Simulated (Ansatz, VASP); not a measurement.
**Two plane-wave programs on CaHf**

```
Ca Hf
1.0
     3.24252    0.00000    0.00000
     0.00000    3.24252    0.00000
     0.00000    0.00000    5.26785
Ca Hf
1 1
Direct
  0.50000 0.50000 0.50000
  0.00000 0.00000 0.00000
```

Alike in both runs: functional PBE; k mesh 18 × 18 × 10; occupations gaussian, width 0.1 eV; no spin polarisation.

Ansatz relaxed the structure, and its values are those at the end. VASP's run is a single point on that final structure, the one shown.

|  | VASP | Ansatz |
| --- | --- | --- |
| version | VASP 6.6.1 | Ansatz 0.2.0 |
| potentials or method | VASP PAW PBE potentials, release 64 (Ca_sv, Hf_pv), cutoff 520 eV | scalar-relativistic, plane waves, PAW |
| valence electrons in the cell | 20 | 36 |

```tsv
	VASP	Ansatz	Ansatz less VASP
gap on the k mesh at the Fermi level (eV)	none	none	-
pressure (GPa)	0.0	0.0	-0.02
```

A gap of «none» marks a metal or a gap that the smearing closes. The functional is the same, so the differences come from potentials, cutoffs and numerics. VASP's potentials hold 20 valence electrons a cell and Ansatz's 36, so a difference there can come from the potentials and not from the codes.

Neither program's run includes spin-orbit coupling.
